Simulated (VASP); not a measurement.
A run of VASP 6.6.1:

File INCAR:

```
SYSTEM = MoS2
ALGO = Normal ; EDIFF = 1E-7
ENCUT = 520 ; GGA = CA
ISIF = 2 ; ISMEAR = -1
LASPH = .TRUE. ; LCHARG = .FALSE.
LREAL = .FALSE. ; LWAVE = .FALSE.
NBANDS = 20 ; NELM = 100
PREC = Accurate ; SIGMA = 0.05
```

File KPOINTS:

```
k-points
0
G
  6 6 6
  0 0 0
```

The input POSCAR:

```
MoS2
1.0
    1.5800000000      0.9122134253      6.1500000000
   -1.5800000000      0.9122134253      6.1500000000
    0.0000000000     -1.8244268506      6.1500000000
Mo S
1 2
Direct
    0.0000000000      0.0000000000      0.0000000000
    0.4170000000      0.4170000000      0.4170000000
    0.2500000000      0.2500000000      0.2500000000
```

Potentials or basis: VASP PAW LDA potentials, release 64 (Mo_sv, S).

Launch:

```bash
$ cat potpaw_LDA.64/Mo_sv/POTCAR potpaw_LDA.64/S/POTCAR > POTCAR
$ mpirun -np 1 vasp_std > vasp.out
```

Hardware: 1 thread of Intel Xeon 8259CL (shared host).

Question: How long does it take, and how much memory?

Answer: Wall time 90 s on 1 thread of Intel Xeon 8259CL (shared host), peak memory 0.25 GiB. Counts: scf iterations 15, k points 32.
